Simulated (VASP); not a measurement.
# Ti4Bi2Te (P6/mmm) in VASP: relaxation of cell and atoms with PBE

Aim: the relaxation of cell and atoms of Ti4Bi2Te with PBE.

Program: VASP 6.6.1. These are calculated values, not measurements. Logs are shortened: lines on timing, memory, paths and dates and some standing lists are left out, and cuts for length are marked.

## (1) The cell of the first run

The structure is hexagonal, space group P6/mmm (No. 191). Conventional cell: a = 5.731 Å, b = 5.731 Å, c = 5.198 Å, α = 90.00°, β = 90.00°, γ = 120.00°. Within 3.9 Å of Ti (site symmetry mmm) lie 8 Ti at 2.87 to 3.87 Å and 2 Te at 2.87 Å and 4 Bi at 3.08 Å. Ti (site symmetry 6/mmm) has 2 Te at 2.60 Å and 6 Bi at 3.31 Å within 3.4 Å. Within 4.3 Å of Bi (site symmetry -6m2) lie 9 Ti at 3.08 to 3.31 Å and 3 Bi at 3.31 Å and 6 Te at 4.21 Å. Within 3.4 Å of Te (site symmetry 6/mmm) lie 8 Ti at 2.60 to 2.87 Å.

The cell was generated, and may not be a known phase.

## (2) Relaxation of cell and atoms, PBE

Contents of INCAR:

```
SYSTEM = Ti4Bi2Te
PREC = Accurate
ENCUT = 600
EDIFF = 1E-6
ISMEAR = 0
SIGMA = 0.1
LREAL = .False.
LASPH = .True.
NELM = 60
ALGO = Fast
ISIF = 3
LWAVE = .False.
LCHARG = .False.
GGA = PE
IBRION = 2
NSW = 100
EDIFFG = -0.01
```

Contents of KPOINTS:

```
regular mesh
0
Gamma
  6 6 6
  0 0 0
```

Contents of POSCAR:

```
Ti4Bi2Te
1.0
    5.7307940445      0.0000000000      0.0000000000
   -2.8653970222      4.9630132264      0.0000000000
    0.0000000000      0.0000000000      5.1975653890
Ti Bi Te
4 2 1
Direct
    0.5000000000      0.0000000000      0.5000000000
    0.0000000000      0.5000000000      0.5000000000
    0.5000000000      0.5000000000      0.5000000000
    0.0000000000      0.0000000000      0.0000000000
    0.3333333333      0.6666666667      0.0000000000
    0.6666666667      0.3333333333      0.0000000000
    0.0000000000      0.0000000000      0.5000000000
```

Potentials or basis: VASP PAW PBE potentials, release 64 (Ti_sv, Bi_d, Te).

The run is started by

```console
$ cat potpaw_PBE.64/Ti_sv/POTCAR potpaw_PBE.64/Bi_d/POTCAR potpaw_PBE.64/Te/POTCAR > POTCAR
$ mpirun -np 1 vasp_std > vasp.out
```

OUTCAR:

```text
SYSTEM = Ti4Bi2Te
   PREC = Accurate
   ENCUT = 600
   EDIFF = 1E-6
   ISMEAR = 0
   LREAL = .False.
   LASPH = .True.
   NELM = 60
   ISIF = 3
   GGA = PE
   IBRION = 2
   NSW = 100
   EDIFFG = -0.01

 ion  position               nearest neighbor table
   1  0.500  0.000  0.500-   3 2.87   3 2.87   7 2.87   7 2.87   2 2.87   2 2.87   6 3.08   6 3.08
                             5 3.08   5 3.08
   2  0.000  0.500  0.500-   7 2.87   7 2.87   3 2.87   3 2.87   1 2.87   1 2.87   6 3.08   6 3.08
                             5 3.08   5 3.08
   3  0.500  0.500  0.500-   1 2.87   1 2.87   2 2.87   2 2.87   7 2.87   7 2.87   6 3.08   6 3.08
                             5 3.08   5 3.08
   4  0.000  0.000  0.000-   7 2.60   7 2.60   5 3.31   6 3.31   5 3.31   6 3.31   6 3.31   5 3.31

   5  0.333  0.667  0.000-   1 3.08   1 3.08   2 3.08   2 3.08   3 3.08   3 3.08   4 3.31   6 3.31
                             6 3.31   4 3.31   4 3.31   6 3.31
   6  0.667  0.333  0.000-   1 3.08   1 3.08   2 3.08   2 3.08   3 3.08   3 3.08   4 3.31   5 3.31
                             5 3.31   4 3.31   4 3.31   5 3.31
   7  0.000  0.000  0.500-   4 2.60   4 2.60   2 2.87   2 2.87   1 2.87   1 2.87   3 2.87   3 2.87

  LATTYP: Found a hexagonal cell.
 ALAT       =     5.7307940445
 C/A-ratio  =     0.9069537919

  Lattice vectors:

 A1 = (   5.7307940445,   0.0000000000,   0.0000000000)
 A2 = (  -2.8653970222,   4.9630132264,   0.0000000000)
 A3 = (   0.0000000000,   0.0000000000,   5.1975653890)

Analysis of symmetry for initial positions (statically):
=====================================================================
 Subroutine PRICEL returns:
 Original cell was already a primitive cell.

 Routine SETGRP: Setting up the symmetry group for a
 hexagonal supercell.

 Subroutine GETGRP returns: Found 24 space group operations
 (whereof 24 operations were pure point group operations)
 out of a pool of 24 trial point group operations.

The static configuration has the point symmetry D_6h.

Analysis of symmetry for dynamics (positions and initial velocities):
=====================================================================
 Subroutine PRICEL returns:
 Original cell was already a primitive cell.

 Routine SETGRP: Setting up the symmetry group for a
 hexagonal supercell.

 Subroutine GETGRP returns: Found 24 space group operations
 (whereof 24 operations were pure point group operations)
 out of a pool of 24 trial point group operations.

The dynamic configuration has the point symmetry D_6h.

 Subroutine INISYM returns: Found 24 space group operations
 (whereof 24 operations are pure point group operations),
 and found     1 'primitive' translations

----------------------------------------------------------------------------------------

                                     Primitive cell

  volume of cell :     147.8292

  direct lattice vectors                    reciprocal lattice vectors
     5.730794044  0.000000000  0.000000000     0.174495889  0.100745248  0.000000000
    -2.865397022  4.963013226  0.000000000     0.000000000  0.201490497  0.000000000
     0.000000000  0.000000000  5.197565389     0.000000000  0.000000000  0.192397772

  length of vectors
     5.730794044  5.730794044  5.197565389     0.201490497  0.201490497  0.192397772

  position of ions in fractional coordinates (direct lattice)
     0.500000000  0.000000000  0.500000000
     1.000000000  0.500000000  0.500000000
     0.500000000  0.500000000  0.500000000
     0.000000000  0.000000000  0.000000000
     0.333333333  0.666666667  0.000000000
     0.666666667  0.333333333  0.000000000
     0.000000000  0.000000000  0.500000000

  ion indices of the primitive-cell ions
   primitive index   ion index
                 1           1
                 2           2
                 3           3
                 4           4
                 5           5
                 6           6
                 7           7

----------------------------------------------------------------------------------------

 KPOINTS: regular mesh

Automatic generation of k-mesh.
 Grid dimensions read from file:
 generate k-points for:    6    6    6

 Generating k-lattice:

  Cartesian coordinates                     Fractional coordinates (reciprocal lattice)
     0.029082648  0.016790875  0.000000000     0.166666667  0.000000000  0.000000000
     0.000000000  0.033581749  0.000000000     0.000000000  0.166666667  0.000000000
     0.000000000  0.000000000  0.032066295     0.000000000  0.000000000  0.166666667

  Length of vectors
     0.033581749  0.033581749  0.032066295

  Shift w.r.t. Gamma in fractional coordinates (k-lattice)
     0.000000000  0.000000000  0.000000000

 Subroutine IBZKPT returns following result:
 ===========================================

 Found     28 irreducible k-points:

 Following reciprocal coordinates:
            Coordinates               Weight
  0.000000  0.000000  0.000000      1.000000
  0.166667 -0.000000  0.000000      6.000000
  0.333333 -0.000000  0.000000      6.000000
  0.500000  0.000000  0.000000      3.000000
  0.166667  0.166667  0.000000      6.000000
  0.333333  0.166667  0.000000     12.000000
[... 16 lines left out ...]
  0.166667 -0.000000  0.500000      6.000000
  0.333333 -0.000000  0.500000      6.000000
 [... further k-points ...]
   k-points           NKPTS =     28   k-points in BZ     NKDIM =     28   number of bands    NBANDS=     50
   number of dos      NEDOS =    301   number of ions     NIONS =      7
   total plane-waves  NPLWV =  96768
   dimension x,y,z NGX =    48 NGY =   48 NGZ =   42
   dimension x,y,z NGXF=    96 NGYF=   96 NGZF=   84
   ions per type =               4   2   1
   NGX,Y,Z   is equivalent  to a cutoff of  13.92, 13.92, 13.43 a.u.
   NGXF,Y,Z  is equivalent  to a cutoff of  27.85, 27.85, 26.87 a.u.
 SYSTEM =  Ti4Bi2Te
   PREC   = accura    normal or accurate (medium, high low for compatibility)
   ISTART =      0    job   : 0-new  1-cont  2-samecut
   ICHARG =      2    charge: 1-file 2-atom 10-const
   ISPIN  =      1    spin polarized calculation?
   LNONCOLLINEAR =      F non collinear calculations
   LSORBIT =      F    spin-orbit coupling
   LASPH  =      T    aspherical Exc in radial PAW
   ENCUT  =  600.0 eV  44.10 Ry    6.64 a.u.  11.45 11.45 10.38*2*pi/ulx,y,z
   NELM   =     60;   NELMIN=  2; NELMDL= -5     # of ELM steps
   EDIFF  = 0.1E-05   stopping-criterion for ELM
   LREAL  =      F    real-space projection
   EDIFFG = -.1E-01   stopping-criterion for IOM
   NSW    =    100    number of steps for IOM
   IBRION =      2    ionic relax: 0-MD 1-quasi-New 2-CG
   NFREE  =      1    steps in history (QN), initial steepest desc. (CG)
   ISIF   =      3    stress and relaxation
   ISYM   =      2    0-nonsym 1-usesym 2-fastsym
   POTIM  = 0.5000    time-step for ionic-motion
   TEBEG  =    0.0;   TEEND  =   0.0 temperature during run
   PSTRESS=    0.0 pullay stress
   NELECT =      84.0000    total number of electrons
   NUPDOWN=      -1.0000    fix difference up-down
   EMIN   =  10.00;   EMAX   =-10.00  energy-range for DOS
   EFERMI =   0.00;   METHOD = LEGACY
   ISMEAR =     0;   SIGMA  =   0.10  broadening in eV -4-tet -1-fermi 0-gaus
   EFERMI_NEDOS =   21; number of points for ismear=-14 and -15
   IALGO  =     68    algorithm
   IMIX   =      4    mixing-type and parameters
     AMIX     =   0.40;   BMIX     =  1.00
     AMIX_MAG =   1.60;   BMIX_MAG =  1.00
  volume/ion in A,a.u.               =      21.12       142.51
  Fermi-wavevector in a.u.,A,eV,Ry     =   1.355963  2.562399 25.016159  1.838636
  Thomas-Fermi vector in A             =   2.483006
   LORBIT       =      0    0 simple, 1 ext, 2 COOP (PROOUT), +10 PAW based schemes
   GGA     = PE    functional components
   LHFCALC =     F    Hartree Fock is set to
   AEXX    =    0.0000 exact exchange contribution
   IVDW    =     0    specifies the selected vdW correction
   LEPSILON=     F    determine dielectric tensor
   LRPA    =     F    only Hartree local field effects (RPA)
 conjugate gradient relaxation of ions
 non-spin polarized calculation
 RMM-DIIS sequential band-by-band and
 Gauss-broadening in eV      SIGMA  =   0.10
  energy-cutoff  :      600.00
  volume of cell :      147.83
 maximum number of plane-waves:      4971
 NGX is ok and might be reduce to    48
   NGX = 23   NGY = 23   NGZ = 21

--------------------------------------- Ionic step        1  -------------------------------------------

 number of electron      84.0000006 magnetization

 Free energy of the ion-electron system (eV)
  ---------------------------------------------------
  ext. energy  EPLUGINS =         0.00000000
  ---------------------------------------------------
  free energy    TOTEN  =       -43.07653944 eV

  energy without entropy =      -43.02701483  energy(sigma->0) =      -43.05177714

------------------------ aborting loop EDIFF was not reached (unconverged)  ----------------------------

  FORCE on cell =-STRESS in cart. coord.  units (eV):
  Direction    XX          YY          ZZ          XY          YZ          ZX
  --------------------------------------------------------------------------------------
  -------------------------------------------------------------------------------------
  Total        0.3766312      0.3766312     -1.4274200      0.0000000     -0.0000000      0.0000000
  in kB        4.0819402      4.0819402    -15.4704217      0.0000000     -0.0000000      0.0000000
  external PRESSURE =      -2.4355138 kB  Pullay stress =       0.0000000 kB

 VOLUME and BASIS-vectors are now :
 -----------------------------------------------------------------------------
  energy-cutoff  :      600.00
  volume of cell :      147.83
      direct lattice vectors                 reciprocal lattice vectors
     5.730794044  0.000000000  0.000000000     0.174495889  0.100745248  0.000000000
    -2.865397022  4.963013226  0.000000000     0.000000000  0.201490497  0.000000000
     0.000000000  0.000000000  5.197565389     0.000000000  0.000000000  0.192397772
[... 181 lines left out ...]
  energy  without entropy=      -43.0376782508  energy(sigma->0) =      -43.06139002

--------------------------------------- Ionic step        6  -------------------------------------------

 number of electron      84.0000002 magnetization

 Free energy of the ion-electron system (eV)
  ---------------------------------------------------
  ext. energy  EPLUGINS =         0.00000000
  ---------------------------------------------------
  free energy    TOTEN  =       -43.08510616 eV

  energy without entropy =      -43.03766402  energy(sigma->0) =      -43.06138509

 E-fermi :   9.8069     XC(G=0): -11.1628

 val. band max:        9.8050930278   @ k =   0.3333   0.1667   0.1667
 cond. band min:       9.8175121536   @ k =   0.1667  -0.0000   0.0000
 fundamental gap:      0.0124191257
 Fermi energy:         9.8069258685

 k-point     1 :       0.0000    0.0000    0.0000
  band No.  band energies     occupation
      1     -47.6914      2.00000
      2     -47.4031      2.00000
      3     -47.3328      2.00000
      4     -47.3328      2.00000
      5     -24.0225      2.00000
      6     -24.0225      2.00000
[... 1261 lines left out ...]
     49      10.7231      0.00000
     50      10.8786      0.00000

 [... further k-points ...]
[... 5 lines left out ...]
  --------------------------------------------------------------------------------------
  -------------------------------------------------------------------------------------
  Total       -0.0042683     -0.0042683      0.0055643     -0.0000000     -0.0000000     -0.0000000
  in kB       -0.0464298     -0.0464298      0.0605280     -0.0000000     -0.0000000     -0.0000000
  external PRESSURE =      -0.0107772 kB  Pullay stress =       0.0000000 kB
[... 22 lines left out ...]
  FREE ENERGIE OF THE ION-ELECTRON SYSTEM (eV)
  ---------------------------------------------------
  free  energy   TOTEN  =       -43.0851061573 eV

  energy  without entropy=      -43.0376640157  energy(sigma->0) =      -43.06138509

 reached required accuracy - stopping structural energy minimisation
```

It took 20 min on 1 thread of Intel Xeon 6975P-C (Granite Rapids), shared host; peak memory 0.48 GiB.

What came out:

```
Free energy                           : -43.0851 eV
Relaxed volume                        : 21.04 Å³/atom
Relaxed cell                          : a = 5.747 Å, b = 5.747 Å, c = 5.149 Å, α = 90.00°, β = 90.00°, γ = 120.00°
Space group after relaxing (to 0.1 Å) : P6/mmm (No. 191)
Energy gained by relaxing             : 1.2 meV/atom
Ionic steps                           : 6
Pressure after relaxing               : 0.0 GPa
Band gap on the k mesh                : zero (bands 42 and 43 overlap by 0.55 eV)
```

The path:
| step | energy change (eV) | largest force (eV/Å) | pressure (GPa) | volume (Å³) |
| --- | --- | --- | --- | --- |
| 1 | 0.0000 | 0.0000 | -0.24 | 147.83 |
| 2 | -0.0085 | 0.0000 | -0.03 | 147.14 |
| 3 | -0.0085 | 0.0000 | 0.07 | 147.17 |
| 4 | -0.0085 | 0.0000 | 0.07 | 147.16 |
| 5 | -0.0086 | 0.0000 | -0.11 | 147.35 |
| 6 | -0.0086 | 0.0000 | 0.00 | 147.29 |

Final structure:
```
Ti Bi Te
1.0
     5.74720    0.00000    0.00000
    -2.87360    4.97722    0.00000
     0.00000    0.00000    5.14902
Ti Bi Te
4 2 1
Direct
  0.50000 0.00000 0.50000
  0.00000 0.50000 0.50000
  0.50000 0.50000 0.50000
  0.00000 0.00000 0.00000
  0.33333 0.66667 0.00000
  0.66667 0.33333 0.00000
  0.00000 0.00000 0.50000
```

Levels at points of the mesh, in eV from the Fermi level:
| k point | band 40 | band 41 | band 42 | band 43 | band 44 | band 45 |
| --- | --- | --- | --- | --- | --- | --- |
| (0.00, 0.00, 0.00) | -1.31 | -1.31 | -0.24 | 0.10 | 0.10 | 0.78 |
| (0.50, 0.00, 0.00) | -1.04 | -0.38 | -0.01 | 0.07 | 0.39 | 0.48 |
| (0.00, 0.00, 0.50) | -1.69 | -1.48 | 0.05 | 0.34 | 0.34 | 0.68 |
| (0.50, 0.00, 0.50) | -0.43 | -0.18 | 0.03 | 0.04 | 0.12 | 0.34 |

Caveat: spin-orbit coupling is left out, which moves the levels of the heavy elements.
